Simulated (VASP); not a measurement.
Input of a VASP 6.6.1 run:

File INCAR:

```
PREC = Accurate
ENCUT = 520
EDIFF = 1E-7
ISMEAR = -1
SIGMA = 0.05
LREAL = False
LASPH = True
NELM = 100
ALGO = Normal
ISIF = 2
LWAVE = False
LCHARG = False
GGA = RE
NBANDS = 11
```

File KPOINTS:

```
Automatic mesh
0
Gamma
  13 13 13
```

File POSCAR:

```
C
1.0
    0.0000000000      1.7921170939      1.7921170939
    1.7921170939      0.0000000000      1.7921170939
    1.7921170939      1.7921170939      0.0000000000
C
2
Direct
    0.7500000000      0.7500000000      0.7500000000
    0.5000000000      0.5000000000      0.5000000000
```

Potentials or basis: VASP PAW PBE potentials, release 64 (C).

Launch:

```bash
$ cat potpaw_PBE.64/C/POTCAR > POTCAR
$ mpirun -np 1 vasp_std > vasp.out
```

(1) Estimate the pressure.

(2) Estimate the band gap on the k mesh.

Answers

(1) 0.6 GPa.

(2) 4.10 eV, indirect (least direct gap 5.55 eV).

Caveat: the PAW data sets were made with another functional, which shifts forces and pressure a little.
